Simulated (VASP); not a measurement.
Here is a VASP 6.6.1 calculation.

INCAR

```
PREC = Accurate
ENCUT = 520
EDIFF = 1E-7
ISMEAR = 0
SIGMA = 0.01
LREAL = F
LASPH = T
NELM = 60
ALGO = Normal
ISIF = 2
LWAVE = F
LCHARG = T
GGA = PE
LELF = T
LVHAR = T
NBANDS = 14
```

Contents of KPOINTS:

```
Automatic mesh
0
Gamma
  6 6 6
```

The input POSCAR:

```
NaCl
1.0
    0.0000000000      2.7894510495      2.7894510495
    2.7894510495      0.0000000000      2.7894510495
    2.7894510495      2.7894510495      0.0000000000
Na Cl
1 1
Direct
    0.0000000000      0.0000000000      0.0000000000
    0.5000000000      0.5000000000      0.5000000000
```

Potentials or basis: VASP PAW PBE potentials, release 64 (Na_pv, Cl).

The run is started by

```sh
$ cat potpaw_PBE.64/Na_pv/POTCAR potpaw_PBE.64/Cl/POTCAR > POTCAR
$ mpirun -np 1 vasp_std > vasp.out
```

(1) Predict the band gap on the k mesh.

(2) Estimate the pressure.

Results:

(1) 5.24 eV.

(2) 1.7 GPa.
